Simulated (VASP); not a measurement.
# Ru (P6_3/mmc) in VASP: settings compared, part 2 of 2

VASP 6.6.1. Earlier steps stand in the parts before.

### Step 3. Single point, BHLYP

File POSCAR:

```
Ru
1.0
    2.7058000000      0.0000000000      0.0000000000
   -1.3529000000      2.3432915376      0.0000000000
    0.0000000000      0.0000000000      4.2819000000
Ru
2
Direct
    0.6666666667      0.3333333333      0.7500000000
    0.3333333333      0.6666666667      0.2500000000
```

File INCAR.step1:

```
  ALGO = Normal
  EDIFF = 1E-5
  ENCUT = 420
  GGA = PE
  GGA_COMPAT = False
  ISIF = 2
  ISMEAR = -1
  LASPH = True
  LCHARG = False
  LREAL = False
  LWAVE = True
  NBANDS = 23
  NELM = 120
  PREC = Accurate
  SIGMA = 0.05
```

File INCAR.step2:

```
  AEXX = 0.5
  AGGAC = 1.0
  AGGAX = 0.5
  ALDAC = 0.0
  ALDAX = 0.5
  ALGO = Normal
  EDIFF = 1E-6
  ENCUT = 420
  GGA = B5
  GGA_COMPAT = False
  ISIF = 2
  ISMEAR = -1
  ISTART = 1
  LASPH = True
  LCHARG = False
  LHFCALC = True
  LREAL = False
  LWAVE = False
  NBANDS = 23
  NELM = 120
  PREC = Accurate
  PRECFOCK = Normal
  SIGMA = 0.05
```

File KPOINTS:

```
k-points
0
Gamma
  6 6 3
```

Potentials or basis: VASP PAW PBE potentials, release 64 (Ru_sv).

The run is started by

```
cat potpaw_PBE.64/Ru_sv/POTCAR > POTCAR
cp INCAR.step1 INCAR
mpirun -np 1 vasp_std > vasp.out
cp INCAR.step2 INCAR
mpirun -np 1 vasp_std > vasp.out
```

OUTCAR:

```text
AEXX = 0.5
   EDIFF = 1E-6
   ENCUT = 420
   GGA = B5
   ISIF = 2
   ISMEAR = -1
   ISTART = 1
   LASPH = True
   LHFCALC = True
   LREAL = False
   NELM = 120
   PREC = Accurate
   PRECFOCK = Normal

 ion  position               nearest neighbor table
   1  0.667  0.333  0.750-   2 2.65   2 2.65   2 2.65   2 2.65   2 2.65   2 2.65
   2  0.333  0.667  0.250-   1 2.65   1 2.65   1 2.65   1 2.65   1 2.65   1 2.65

  LATTYP: Found a hexagonal cell.
 ALAT       =     2.7058000000
 C/A-ratio  =     1.5824894671

  Lattice vectors:

 A1 = (   2.7058000000,   0.0000000000,   0.0000000000)
 A2 = (  -1.3529000000,   2.3432915376,   0.0000000000)
 A3 = (   0.0000000000,   0.0000000000,   4.2819000000)

Analysis of symmetry for initial positions (statically):
=====================================================================
 Subroutine PRICEL returns:
 Original cell was already a primitive cell.

 Routine SETGRP: Setting up the symmetry group for a
 hexagonal supercell.

[... 158 lines left out ...]
  ext. energy  EPLUGINS =         0.00000000
  ---------------------------------------------------
  free energy    TOTEN  =       -26.58667166 eV

  energy without entropy =      -26.58666960  energy(sigma->0) =      -26.58667063

 E-fermi :  15.0132     XC(G=0):  -7.3960

 val. band max:       14.4588649104   @ k =   0.1667   0.1667   0.0000
 cond. band min:      15.5678534217   @ k =   0.5000   0.0000   0.3333
 fundamental gap:      1.1089885113
 Fermi energy:        15.0132110323

 k-point     1 :       0.0000    0.0000    0.0000
  band No.  band energies     occupation
      1     -67.7789      2.00000
      2     -67.5068      2.00000
      3     -35.6839      2.00000
      4     -34.4208      2.00000
      5     -34.4208      2.00000
      6     -34.1884      2.00000
[... 353 lines left out ...]
     22      30.4422      0.00000
     23      30.5936      0.00000

------------------------ aborting loop because EDIFF is reached ----------------------------------------

  FORCE on cell =-STRESS in cart. coord.  units (eV):
  Direction    XX          YY          ZZ          XY          YZ          ZX
  --------------------------------------------------------------------------------------
  -------------------------------------------------------------------------------------
  Total       -0.9974797     -0.9974797     -2.9565699     -0.0000000     -0.0000000      0.0000000
  in kB      -58.8648614    -58.8648614   -174.4778099     -0.0000000     -0.0000000      0.0000000
  external PRESSURE =     -97.4025109 kB  Pullay stress =       0.0000000 kB

 VOLUME and BASIS-vectors are now :
 -----------------------------------------------------------------------------
  energy-cutoff  :      420.00
  volume of cell :       27.15
      direct lattice vectors                 reciprocal lattice vectors
     2.705800000  0.000000000  0.000000000     0.369576465  0.213375072  0.000000000
    -1.352900000  2.343291538  0.000000000     0.000000000  0.426750144  0.000000000
     0.000000000  0.000000000  4.281900000     0.000000000  0.000000000  0.233541185

 POSITION                                       TOTAL-FORCE (eV/Angst)
 -----------------------------------------------------------------------------------
      1.35290      0.78110      3.21143        -0.000000      0.000000     -0.000000
     -0.00000      1.56219      1.07048         0.000000     -0.000000      0.000000
 -----------------------------------------------------------------------------------
    total drift:                               -0.000000      0.000000      0.000000

  FREE ENERGIE OF THE ION-ELECTRON SYSTEM (eV)
  ---------------------------------------------------
  free  energy   TOTEN  =       -26.5866716644 eV

  energy  without entropy=      -26.5866696047  energy(sigma->0) =      -26.58667063
```

OSZICAR.step1:

```text
N       E                     dE             d eps       ncg     rms          rms(c)
DAV:   1     0.394073659965E+03    0.39407E+03   -0.18862E+04   644   0.142E+03
DAV:   2    -0.864070730047E+01   -0.40271E+03   -0.38666E+03   728   0.498E+02
DAV:   3    -0.196665722182E+02   -0.11026E+02   -0.10897E+02   749   0.955E+01
DAV:   4    -0.197598925769E+02   -0.93320E-01   -0.93290E-01   735   0.953E+00
DAV:   5    -0.197611133743E+02   -0.12208E-02   -0.12208E-02   770   0.101E+00    0.259E+01
DAV:   6    -0.185598861964E+02    0.12012E+01   -0.27556E+00   707   0.165E+01    0.520E+00
DAV:   7    -0.184958945570E+02    0.63992E-01   -0.17281E-01   735   0.352E+00    0.106E+00
DAV:   8    -0.184898032619E+02    0.60913E-02   -0.73196E-03   686   0.101E+00    0.134E-01
DAV:   9    -0.184898865813E+02   -0.83319E-04   -0.18946E-04   875   0.148E-01    0.295E-02
DAV:  10    -0.184898991187E+02   -0.12537E-04   -0.12794E-05   554   0.294E-02    0.762E-03
DAV:  11    -0.184898975750E+02    0.15438E-05   -0.26904E-06   434   0.187E-02
   1 F= -.18489898E+02 E0= -.18484578E+02  d E =-.106391E-01
```

It took 16 min on 1 thread of Intel Xeon Platinum 8488C (Sapphire Rapids), shared host; peak memory 0.14 GiB.

Results:

```yaml
Free_energy: -26.5867 eV
Pressure: -9.7 GPa
Band_gap_on_the_k_mesh: zero (bands 16 and 17 overlap by 6.10 eV)
```

Levels at points of the mesh, in eV from the Fermi level:
| k point | band 12 | band 13 | band 14 | band 15 | band 16 | band 17 | band 18 | band 19 | band 20 | band 21 |
| --- | --- | --- | --- | --- | --- | --- | --- | --- | --- | --- |
| (0.00, 0.00, 0.00) | -4.42 | -3.93 | -3.62 | -3.62 | -3.09 | -3.09 | 2.37 | 2.37 | 2.42 | 13.71 |
| (0.50, 0.00, 0.00) | -5.20 | -3.70 | -2.70 | -2.68 | 2.89 | 3.24 | 3.43 | 6.33 | 8.78 | 14.27 |

Caveat: the k points lie up to 0.49 Å⁻¹ apart, too coarse for converged energies and pressures of a metal; the PAW data sets were made with another functional, which shifts forces and pressure a little.

### Step 4. Single point, HSE06

This run uses another cell than the first one, of 12.76 Å³/atom.

File POSCAR:

```
Ru
1.0
    2.6505640930      0.0000000000      0.0000000000
   -1.3252820465      2.2954558389      0.0000000000
    0.0000000000      0.0000000000      4.1944897589
Ru
2
Direct
    0.6666666667      0.3333333333      0.7500000000
    0.3333333333      0.6666666667      0.2500000000
```

File INCAR.step1:

```
  PREC = Accurate
  ENCUT = 420
  EDIFF = 1E-5
  ISMEAR = -1
  SIGMA = 0.05
  LREAL = False
  LASPH = True
  NELM = 120
  ALGO = Normal
  ISIF = 2
  LWAVE = True
  NBANDS = 23
  GGA = PE
  GGA_COMPAT = False
```

File INCAR.step2:

```
  PREC = Accurate
  ENCUT = 420
  EDIFF = 1E-6
  ISMEAR = -1
  SIGMA = 0.05
  LREAL = False
  LASPH = True
  NELM = 120
  ALGO = Normal
  ISIF = 2
  LWAVE = False
  LCHARG = True
  GGA = PE
  LHFCALC = True
  HFSCREEN = 0.2079
  PRECFOCK = Normal
  LELF = True
  LVHAR = True
  NBANDS = 23
  ISTART = 1
  GGA_COMPAT = False
```

File KPOINTS:

```
Automatic mesh
0
Gamma
  6 6 3
```

The run is started by

```
cat potpaw_PBE.64/Ru_sv/POTCAR > POTCAR
cp INCAR.step1 INCAR
mpirun -np 1 vasp_std > vasp.out
cp INCAR.step2 INCAR
mpirun -np 1 vasp_std > vasp.out
```

It took 16 min on 1 thread of Intel Xeon Platinum 8488C (Sapphire Rapids), shared host; peak memory 0.23 GiB.

It converged, with:

```yaml
Free_energy: -21.7527 eV
Pressure: 12.4 GPa
Band_gap_on_the_k_mesh: zero (bands 16 and 17 overlap by 4.06 eV)
```

Stress tensor (GPa, compression positive):
```
15.05  0.00  0.00
 0.00 15.05  0.00
 0.00  0.00  7.24
```

Levels at points of the mesh, in eV from the Fermi level:
```
           k point  band 13  band 14  band 15  band 16  band 17  band 18  band 19  band 20
(0.00, 0.00, 0.00)    -3.10    -2.59    -2.59    -1.98    -1.98     1.48     1.56     1.56
(0.50, 0.00, 0.00)    -2.70    -2.13    -1.93     1.96     2.45     2.48     5.11     7.46
```

Caveat: the k points lie up to 0.50 Å⁻¹ apart, too coarse for converged energies and pressures of a metal; the PAW data sets were made with another functional, which shifts forces and pressure a little.

### Step 5. The runs side by side

| level | potentials or basis | spin | cell | k mesh | cutoff (eV) | grid for exact exchange (PRECFOCK) | share of exact exchange | screening parameter | gap on the mesh (eV) | pressure (GPa) |
| --- | --- | --- | --- | --- | --- | --- | --- | --- | --- | --- |
| LDA | VASP PAW LDA potentials, release 64 (Ru_pv) | non-collinear, zero start, SOC | a = 2.706, b = 2.706, c = 4.282 Å, angles 90.0, 90.0, 120.0°, 2 atoms | 11 × 11 × 6 | 520 | - | - | - | - | -11.2 |
| BHLYP | VASP PAW PBE potentials, release 64 (Ru_sv) | off | a = 2.706, b = 2.706, c = 4.282 Å, angles 90.0, 90.0, 120.0°, 2 atoms | 6 × 6 × 3 | 420 | Normal | 0.5 | - | none | -9.7 |
| HSE06 | VASP PAW PBE potentials, release 64 (Ru_sv) | off | a = 2.651, b = 2.651, c = 4.194 Å, angles 90.0, 90.0, 120.0°, 2 atoms | 6 × 6 × 3 | 420 | Normal | 0.25 | 0.2079 1/Å | none | 12.4 |

Alike in all rows: task single point; smearing fermi-dirac 0.05 eV.

Caveats: some runs use coarse meshes; the PAW data sets were made with another functional, which shifts forces and pressure a little (at least some runs); the cell stands under tension (at least some runs).

Absolute energies hang on the potentials; compare differences alone.

The gap in the log of VASP goes by the Fermi energy; the results here count the filled bands.